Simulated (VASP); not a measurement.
Re, 2 atoms in the cell. Symmetry: P6_3/mmc, No. 194, hexagonal system. The conventional cell has a = 2.042 Å, b = 2.042 Å, c = 3.314 Å, α = 90.00°, β = 90.00°, γ = 120.00°. Re (site symmetry -6m2) has 12 Re at 2.03 to 2.04 Å within 2.7 Å.  This cell differs from its parent crystal: volume scaled by 0.4.

- Program: VASP 6.6.1
- Task: density of states
- Functional: PBE
- Potentials or basis: VASP PAW PBE potentials, release 64 (Re)
- Cutoff: 520 eV
- k mesh: 16 × 16 × 9
- Occupations: fermi-dirac, width 0.08 eV
- Spin: no spin polarisation
- Dipole correction: no
- k mesh for the DOS: 24 × 24 × 14
- Occupations for the DOS: tetrahedron
- Further INCAR settings: ALGO = Normal; EDIFF = 1e-06

Potentials or basis: VASP PAW PBE potentials, release 64 (Re).

Launch:

```sh
$ cat potpaw_PBE.64/Re/POTCAR > POTCAR
$ cp INCAR.step1 INCAR
$ cp KPOINTS.step1 KPOINTS
$ mpirun -np 1 vasp_std > vasp.out
$ cp INCAR.step2 INCAR
$ cp KPOINTS.step2 KPOINTS
$ mpirun -np 1 vasp_std > vasp.out
```

Hardware: 1 thread of Intel(R) Xeon(R) 6975P-C (Granite Rapids), with other jobs on the host.

Problem. Estimate the wall time of this run.

Solution. Run time: 29 s on 1 thread of Intel(R) Xeon(R) 6975P-C (Granite Rapids), on a shared host, peak memory 0.19 GiB. Counts: k points 488.
